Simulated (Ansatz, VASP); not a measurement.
# One calculation of TiO2, two programs

File INCAR:

```
SYSTEM = TiO2
  ALGO = Normal
  EDIFF = 1E-7
  ENCUT = 520
  GGA = PE
  ISIF = 2
  ISMEAR = 0
  LASPH = .True.
  LCHARG = .True.
  LDAU = .True.
  LDAUJ = 0 0
  LDAUL = 2 -1
  LDAUPRINT = 1
  LDAUTYPE = 2
  LDAUU = 4 0
  LELF = .True.
  LMAXMIX = 4
  LREAL = .False.
  LVHAR = .True.
  LWAVE = .False.
  NBANDS = 33
  NELM = 150
  PREC = Accurate
  SIGMA = 0.05
```

KPOINTS

```
k-points
0
Gamma
  6 6 6
  0 0 0
```

The input POSCAR:

```
TiO2
1.0
    2.7556872760     -2.7557638530     -0.0205630457
    2.7556872760      2.7557638530     -0.0205630457
   -2.7183033669      0.0000000000      5.0124994207
Ti O
2 4
Direct
    0.1250069486      0.8749930514      0.2500000000
    0.8749930514      0.1250069486      0.7500000000
    0.3455605588      0.0955838341      0.6911308395
    0.6544394412      0.9044161659      0.3088691605
    0.9044161659      0.6544394412      0.8088691605
    0.0955838341      0.3455605588      0.1911308395
```

Input for Ansatz:

```yaml
crystal:
  lattice:
    - [2.755687276, -2.755763853, -0.0205630457]
    - [2.755687276, 2.755763853, -0.0205630457]
    - [-2.7183033669, 0.0, 5.0124994207]
  atoms:
    - { symbol: Ti, position: [0.1250069486, 0.8749930514, 0.25] }
    - { symbol: Ti, position: [0.8749930514, 0.1250069486, 0.75] }
    - { symbol: O, position: [0.3455605588, 0.0955838341, 0.6911308395] }
    - { symbol: O, position: [0.6544394412, 0.9044161659, 0.3088691605] }
    - { symbol: O, position: [0.9044161659, 0.6544394412, 0.8088691605] }
    - { symbol: O, position: [0.0955838341, 0.3455605588, 0.1911308395] }
basis:
  ecutwfc: 520.0
kpoints:
  mp_grid: { grid: [6, 6, 6] }
hamiltonian:
  xc: pbe
  pseudopotentials: { kind: paw, azcp: { folder: soft_1 } }
  hubbard: { sites: [{ species: Ti, l: d, u_eff: 4.0 }] }
scf:
  occupations: { method: gaussian, width: 0.05 }
output:
  forces: true
  stress: true
  eigenvalues: true
```

Alike in both runs: task single point; functional PBE; k mesh 6 × 6 × 6; occupations gaussian, width 0.05 eV; no spin polarisation; Hubbard terms Ti d U = 4.0 eV.

|  | VASP | Ansatz |
| --- | --- | --- |
| version | VASP 6.6.1 | Ansatz 0.2.0 |
| potentials or method | VASP PAW PBE potentials, release 64 (Ti_sv, O), cutoff 520 eV | scalar-relativistic, plane waves, PAW |
| valence electrons in the cell | 48 | 48 |

VASP gave:

* gap on the k mesh at the Fermi level (eV): 1.97
* least direct gap on the mesh (eV): 2.61
* pressure (GPa): -11.1
* traceless stress, the component that is largest in VASP (GPa): -8.78
* rms of the force components (eV/Å): 0.704

Q: Estimate Ansatz's values.

A: gap on the k mesh at the Fermi level (eV): 1.89; least direct gap on the mesh (eV): 2.52; pressure (GPa): -14.2; traceless stress, the component that is largest in VASP (GPa): -6.98; rms of the force components (eV/Å): 0.734.

The programs project onto different local orbitals, so the same U acts differently, and such runs can settle in different states. Atom by atom the forces differ by 0.030 eV/Å (rms over components).
